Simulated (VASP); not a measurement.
# GaO4 (Pm-3m) in VASP: notebook

Runs on GaO4. Level: PBE. Tasks: single point.

Everything below comes from runs of VASP 6.6.1. Logs are shortened: lines on timing, memory, paths and dates and some standing lists are left out, and cuts for length are marked.

**1. The cell of the first run**

Symmetry: Pm-3m, No. 221, cubic system. The conventional cell has a = 3.901 Å, b = 3.901 Å, c = 3.901 Å, α = 90.00°, β = 90.00°, γ = 90.00°. Within 2.6 Å of Ga (site symmetry m-3m) lie 6 O at 1.95 Å. O (site symmetry m-3m) has 12 O at 2.76 Å and 8 Ga at 3.38 Å within 3.6 Å. Within 2.6 Å of O (site symmetry 4/mmm) lie 2 Ga at 1.95 Å.

The cell was generated, and may not be a known phase.

**2. Single point, PBE, collinear spin, ferromagnetic start**

Contents of INCAR:

```
PREC = Accurate
ENCUT = 520
EDIFF = 1E-6
ISMEAR = 0
SIGMA = 0.1
LREAL = False
LASPH = True
NELM = 150
ALGO = Normal
ISIF = 2
LWAVE = False
LCHARG = False
ISPIN = 2
MAGMOM = 0 1.29 1.29 1.29 1.29
LORBIT = 11
GGA = PE
NBANDS = 30
```

Contents of KPOINTS:

```
regular mesh
0
Gamma
  10 10 10
```

Contents of POSCAR:

```
GaO4
1.0
    3.9006107128      0.0000000000      0.0000000000
    0.0000000000      3.9006107128      0.0000000000
    0.0000000000      0.0000000000      3.9006107128
Ga O
1 4
Direct
    0.0000000000      0.0000000000      0.0000000000
    0.5000000000      0.5000000000      0.5000000000
    0.5000000000      0.0000000000      0.0000000000
    0.0000000000      0.5000000000      0.0000000000
    0.0000000000      0.0000000000      0.5000000000
```

Potentials or basis: VASP PAW PBE potentials, release 64 (Ga_d, O).

On the command line:

```console
cat potpaw_PBE.64/Ga_d/POTCAR potpaw_PBE.64/O/POTCAR > POTCAR
mpirun -np 1 vasp_std > vasp.out
```

OUTCAR:

```text
PREC = Accurate
   ENCUT = 520
   EDIFF = 1E-6
   ISMEAR = 0
   LREAL = False
   LASPH = True
   NELM = 150
   ISIF = 2
   ISPIN = 2
   LORBIT = 11
   GGA = PE

 ion  position               nearest neighbor table
   1  0.000  0.000  0.000-   3 1.95   4 1.95   5 1.95   5 1.95   4 1.95   3 1.95
   2  0.500  0.500  0.500-
   3  0.500  0.000  0.000-   1 1.95   1 1.95
   4  0.000  0.500  0.000-   1 1.95   1 1.95
   5  0.000  0.000  0.500-   1 1.95   1 1.95

  LATTYP: Found a simple cubic cell.
 ALAT       =     3.9006107128

  Lattice vectors:

 A1 = (   3.9006107128,   0.0000000000,   0.0000000000)
 A2 = (   0.0000000000,   3.9006107128,   0.0000000000)
 A3 = (   0.0000000000,   0.0000000000,   3.9006107128)

Analysis of symmetry for initial positions (statically):
=====================================================================
 Subroutine PRICEL returns:
 Original cell was already a primitive cell.

 Routine SETGRP: Setting up the symmetry group for a
 simple cubic supercell.

 Subroutine GETGRP returns: Found 48 space group operations
 (whereof 48 operations were pure point group operations)
 out of a pool of 48 trial point group operations.

The static configuration has the point symmetry O_h .

Analysis of symmetry for dynamics (positions and initial velocities):
=====================================================================
 Subroutine PRICEL returns:
 Original cell was already a primitive cell.

 Routine SETGRP: Setting up the symmetry group for a
 simple cubic supercell.

 Subroutine GETGRP returns: Found 48 space group operations
 (whereof 48 operations were pure point group operations)
 out of a pool of 48 trial point group operations.

The dynamic configuration has the point symmetry O_h .

Analysis of structural, dynamic, and magnetic symmetry:
=====================================================================
 Subroutine PRICEL returns:
 Original cell was already a primitive cell.

 Routine SETGRP: Setting up the symmetry group for a
 simple cubic supercell.

 Subroutine GETGRP returns: Found 48 space group operations
 (whereof 48 operations were pure point group operations)
 out of a pool of 48 trial point group operations.

The overall configuration has the point symmetry O_h .

 Subroutine INISYM returns: Found 48 space group operations
 (whereof 48 operations are pure point group operations),
 and found     1 'primitive' translations

----------------------------------------------------------------------------------------

                                     Primitive cell

  volume of cell :      59.3469

  direct lattice vectors                    reciprocal lattice vectors
     3.900610713  0.000000000  0.000000000     0.256370111  0.000000000  0.000000000
     0.000000000  3.900610713  0.000000000     0.000000000  0.256370111  0.000000000
     0.000000000  0.000000000  3.900610713     0.000000000  0.000000000  0.256370111

  length of vectors
     3.900610713  3.900610713  3.900610713     0.256370111  0.256370111  0.256370111

  position of ions in fractional coordinates (direct lattice)
     0.000000000  0.000000000  0.000000000
     0.500000000  0.500000000  0.500000000
     0.500000000  0.000000000  0.000000000
     0.000000000  0.500000000  0.000000000
     0.000000000  0.000000000  0.500000000

  ion indices of the primitive-cell ions
   primitive index   ion index
                 1           1
                 2           2
                 3           3
                 4           4
                 5           5

----------------------------------------------------------------------------------------

 KPOINTS: regular mesh

Automatic generation of k-mesh.
 Grid dimensions read from file:
 generate k-points for:   10   10   10

 Generating k-lattice:

  Cartesian coordinates                     Fractional coordinates (reciprocal lattice)
     0.025637011  0.000000000  0.000000000     0.100000000  0.000000000  0.000000000
     0.000000000  0.025637011  0.000000000     0.000000000  0.100000000  0.000000000
     0.000000000  0.000000000  0.025637011     0.000000000  0.000000000  0.100000000

  Length of vectors
     0.025637011  0.025637011  0.025637011

  Shift w.r.t. Gamma in fractional coordinates (k-lattice)
     0.000000000  0.000000000  0.000000000

 Subroutine IBZKPT returns following result:
 ===========================================

 Found     56 irreducible k-points:

 Following reciprocal coordinates:
            Coordinates               Weight
  0.000000  0.000000  0.000000      1.000000
  0.100000  0.000000  0.000000      6.000000
  0.200000  0.000000  0.000000      6.000000
  0.300000  0.000000  0.000000      6.000000
  0.400000  0.000000  0.000000      6.000000
  0.500000  0.000000  0.000000      3.000000
[... 16 lines left out ...]
  0.200000  0.100000  0.100000     24.000000
  0.300000  0.100000  0.100000     24.000000
 [... further k-points ...]
   k-points           NKPTS =     56   k-points in BZ     NKDIM =     56   number of bands    NBANDS=     30
   number of dos      NEDOS =    301   number of ions     NIONS =      5
   total plane-waves  NPLWV =  27000
   dimension x,y,z NGX =    30 NGY =   30 NGZ =   30
   dimension x,y,z NGXF=    60 NGYF=   60 NGZF=   60
   ions per type =               1   4
   NGX,Y,Z   is equivalent  to a cutoff of  12.79, 12.79, 12.79 a.u.
   NGXF,Y,Z  is equivalent  to a cutoff of  25.57, 25.57, 25.57 a.u.
 SYSTEM =  unknown system
   PREC   = accura    normal or accurate (medium, high low for compatibility)
   ISTART =      0    job   : 0-new  1-cont  2-samecut
   ICHARG =      2    charge: 1-file 2-atom 10-const
   ISPIN  =      2    spin polarized calculation?
   LNONCOLLINEAR =      F non collinear calculations
   LSORBIT =      F    spin-orbit coupling
   LASPH  =      T    aspherical Exc in radial PAW
   ENCUT  =  520.0 eV  38.22 Ry    6.18 a.u.   7.25  7.25  7.25*2*pi/ulx,y,z
   NELM   =    150;   NELMIN=  2; NELMDL= -5     # of ELM steps
   EDIFF  = 0.1E-05   stopping-criterion for ELM
   LREAL  =      F    real-space projection
   EDIFFG = 0.1E-04   stopping-criterion for IOM
   NSW    =      0    number of steps for IOM
   IBRION =     -1    ionic relax: 0-MD 1-quasi-New 2-CG
   NFREE  =      0    steps in history (QN), initial steepest desc. (CG)
   ISIF   =      2    stress and relaxation
   ISYM   =      2    0-nonsym 1-usesym 2-fastsym
   POTIM  = 0.5000    time-step for ionic-motion
   TEBEG  =    0.0;   TEEND  =   0.0 temperature during run
   PSTRESS=    0.0 pullay stress
   NELECT =      37.0000    total number of electrons
   NUPDOWN=      -1.0000    fix difference up-down
   EMIN   =  10.00;   EMAX   =-10.00  energy-range for DOS
   EFERMI =   0.00;   METHOD = LEGACY
   ISMEAR =     0;   SIGMA  =   0.10  broadening in eV -4-tet -1-fermi 0-gaus
   EFERMI_NEDOS =   21; number of points for ismear=-14 and -15
   IALGO  =     38    algorithm
   IMIX   =      4    mixing-type and parameters
     AMIX     =   0.40;   BMIX     =  1.00
     AMIX_MAG =   1.60;   BMIX_MAG =  1.00
  volume/ion in A,a.u.               =      11.87        80.10
  Fermi-wavevector in a.u.,A,eV,Ry     =   1.398544  2.642865 26.611979  1.955925
  Thomas-Fermi vector in A             =   2.521692
   LORBIT       =     11    0 simple, 1 ext, 2 COOP (PROOUT), +10 PAW based schemes
   GGA     = PE    functional components
   LHFCALC =     F    Hartree Fock is set to
   AEXX    =    0.0000 exact exchange contribution
   IVDW    =     0    specifies the selected vdW correction
   LEPSILON=     F    determine dielectric tensor
   LRPA    =     F    only Hartree local field effects (RPA)
 spin polarized calculation
 Gauss-broadening in eV      SIGMA  =   0.10
  energy-cutoff  :      520.00
  volume of cell :       59.35
 maximum number of plane-waves:      1628
 NGX is ok and might be reduce to    30
   NGX = 15   NGY = 15   NGZ = 15

 number of electron      36.9999999 magnetization       4.9999801

 Free energy of the ion-electron system (eV)
  ---------------------------------------------------
  ext. energy  EPLUGINS =         0.00000000
  ---------------------------------------------------
  free energy    TOTEN  =       -21.11380247 eV

  energy without entropy =      -21.09521566  energy(sigma->0) =      -21.10450907

 E-fermi :   0.5371     XC(G=0): -10.2744

 val. band max:        0.5266361863   @ k =   0.2000   0.1000   0.1000
 cond. band min:       0.5403791922   @ k =   0.5000   0.1000   0.0000
 fundamental gap:      0.0137430060
 Fermi energy:         0.5371120960

 spin component 1

 k-point     1 :       0.0000    0.0000    0.0000
  band No.  band energies     occupation
      1     -18.7412      1.00000
      2     -17.1742      1.00000
      3     -17.0687      1.00000
      4     -17.0687      1.00000
      5     -11.8368      1.00000
      6     -11.8368      1.00000
[... 22 lines left out ...]
     29      16.0225      0.00000
     30      16.0225      0.00000

 k-point     2 :       0.1000    0.0000    0.0000
  band No.  band energies     occupation
      1     -18.6996      1.00000
      2     -17.1914      1.00000
      3     -17.0680      1.00000
      4     -17.0674      1.00000
      5     -11.8409      1.00000
      6     -11.8409      1.00000
[... 22 lines left out ...]
     29      16.0571      0.00000
     30      16.3771      0.00000

 k-point     3 :       0.2000    0.0000    0.0000
  band No.  band energies     occupation
      1     -18.5798      1.00000
      2     -17.2796      1.00000
      3     -17.0636      1.00000
      4     -17.0319      1.00000
      5     -11.8514      1.00000
      6     -11.8514      1.00000
[... 682 lines left out ...]
     29      16.5999      0.00000
     30      16.8812      0.00000

 k-point    24 :       0.3000    0.1000    0.1000
  band No.  band energies     occupation
      1     -18.3211      1.00000
      2     -17.4123      1.00000
      3     -17.0650      1.00000
      4     -16.9990      1.00000
      5     -11.8688      1.00000
      6     -11.8680      1.00000
[... 22 lines left out ...]
     29      16.8999      0.00000
     30      17.2071      0.00000

 [... further k-points ...]

 spin component 2

 k-point     1 :       0.0000    0.0000    0.0000
  band No.  band energies     occupation
      1     -17.1570      1.00000
      2     -15.6428      1.00000
      3     -15.6428      1.00000
      4     -13.9587      1.00000
      5     -11.8447      1.00000
      6     -11.8447      1.00000
[... 22 lines left out ...]
     29      16.7201      0.00000
     30      16.7201      0.00000

 k-point     2 :       0.1000    0.0000    0.0000
  band No.  band energies     occupation
      1     -17.1123      1.00000
      2     -15.6414      1.00000
      3     -15.6389      1.00000
      4     -13.9696      1.00000
      5     -11.8480      1.00000
      6     -11.8480      1.00000
[... 22 lines left out ...]
     29      16.5973      0.00000
     30      16.9460      0.00000

 k-point     3 :       0.2000    0.0000    0.0000
  band No.  band energies     occupation
      1     -16.9869      1.00000
      2     -15.6374      1.00000
      3     -15.6345      1.00000
      4     -13.9945      1.00000
      5     -11.8565      1.00000
      6     -11.8565      1.00000
[... 682 lines left out ...]
     29      16.8929      0.00000
     30      17.4087      0.00000

 k-point    24 :       0.3000    0.1000    0.1000
  band No.  band energies     occupation
      1     -16.7224      1.00000
      2     -15.6305      1.00000
      3     -15.6229      1.00000
      4     -14.0376      1.00000
      5     -11.8705      1.00000
      6     -11.8690      1.00000
[... 22 lines left out ...]
     29      17.1484      0.00000
     30      17.8339      0.00000

 [... further k-points ...]

------------------------ aborting loop because EDIFF is reached ----------------------------------------

  FORCE on cell =-STRESS in cart. coord.  units (eV):
  Direction    XX          YY          ZZ          XY          YZ          ZX
  --------------------------------------------------------------------------------------
  -------------------------------------------------------------------------------------
  Total        0.0705693      0.0705693      0.0705693     -0.0000000     -0.0000000     -0.0000000
  in kB        1.9051482      1.9051482      1.9051482     -0.0000000     -0.0000000     -0.0000000
  external PRESSURE =       1.9051482 kB  Pullay stress =       0.0000000 kB

 VOLUME and BASIS-vectors are now :
 -----------------------------------------------------------------------------
  energy-cutoff  :      520.00
  volume of cell :       59.35
      direct lattice vectors                 reciprocal lattice vectors
     3.900610713  0.000000000  0.000000000     0.256370111  0.000000000  0.000000000
     0.000000000  3.900610713  0.000000000     0.000000000  0.256370111  0.000000000
     0.000000000  0.000000000  3.900610713     0.000000000  0.000000000  0.256370111

 POSITION                                       TOTAL-FORCE (eV/Angst)
 -----------------------------------------------------------------------------------
      0.00000      0.00000      0.00000         0.000000      0.000000      0.000000
      1.95031      1.95031      1.95031         0.000000      0.000000      0.000000
      1.95031      0.00000      0.00000         0.000000      0.000000      0.000000
      0.00000      1.95031      0.00000         0.000000      0.000000      0.000000
      0.00000      0.00000      1.95031         0.000000      0.000000      0.000000
 -----------------------------------------------------------------------------------
    total drift:                                0.000000     -0.000000      0.000000

  FREE ENERGIE OF THE ION-ELECTRON SYSTEM (eV)
  ---------------------------------------------------
  free  energy   TOTEN  =       -21.1138024684 eV

  energy  without entropy=      -21.0952156628  energy(sigma->0) =      -21.10450907

 total charge

# of ion       s       p       d       tot
------------------------------------------
    1        0.636   0.740  10.295  11.671
    2        1.635   2.904   0.000   4.539
    3        1.593   3.236   0.000   4.830
    4        1.593   3.236   0.000   4.830
    5        1.593   3.236   0.000   4.830
--------------------------------------------------
tot          7.051  13.353  10.295  30.699

 magnetization (x)

# of ion       s       p       d       tot
------------------------------------------
    1       -0.024  -0.037  -0.000  -0.062
    2        0.015   1.627   0.000   1.642
    3        0.011   0.854   0.000   0.865
    4        0.011   0.854   0.000   0.865
    5        0.011   0.854   0.000   0.865
--------------------------------------------------
tot          0.024   4.152  -0.000   4.176
```

Wall time 91 s (1 thread of Intel Xeon 6975P-C (Granite Rapids), shared host); peak memory 0.28 GiB.

What came out:

| Property | Result |
| --- | --- |
| Free energy | -21.1138 eV |
| Pressure | 0.2 GPa |
| Band gap on the k mesh | zero (filled and empty bands overlap) |
| Net moment | 5.00 μB per cell |
| Site moments | Ga -0.06; O +1.64, +0.86 (each value once) μB |
| Valence electrons inside the program's atomic spheres | Ga 11.67; O 4.54, 4.83 (each value once) |

Levels at points of the mesh, in eV from the Fermi level:
Spin up:
```tsv
k point	band 18	band 19	band 20	band 21	band 22	band 23	band 24	band 25
(0.00, 0.00, 0.00)	-1.95	-1.22	-1.22	-1.22	3.49	10.40	13.32	13.32
(0.50, 0.00, 0.00)	-1.76	-1.76	-1.72	-1.72	6.72	11.08	13.27	14.38
(0.50, 0.50, 0.00)	-1.66	-1.66	-1.13	-1.10	8.98	10.99	10.99	13.67
(0.50, 0.50, 0.50)	-1.12	-1.12	-1.08	-1.08	9.90	9.90	9.90	11.07
```
Spin down:
```
           k point  band 13  band 14  band 15  band 16  band 17  band 18  band 19  band 20
(0.00, 0.00, 0.00)    -0.69    -0.69    -0.69     0.12     0.12     0.12     1.36     1.36
(0.50, 0.00, 0.00)    -1.06    -1.00    -1.00    -0.18     0.01     0.12     0.12     1.00
(0.50, 0.50, 0.00)    -1.61    -1.61    -0.32    -0.30    -0.30     0.16     1.08     1.17
(0.50, 0.50, 0.50)    -2.69    -0.30    -0.30     1.10     1.10     1.10     1.30     1.30
```

(Part 1 of 2 ends here.)
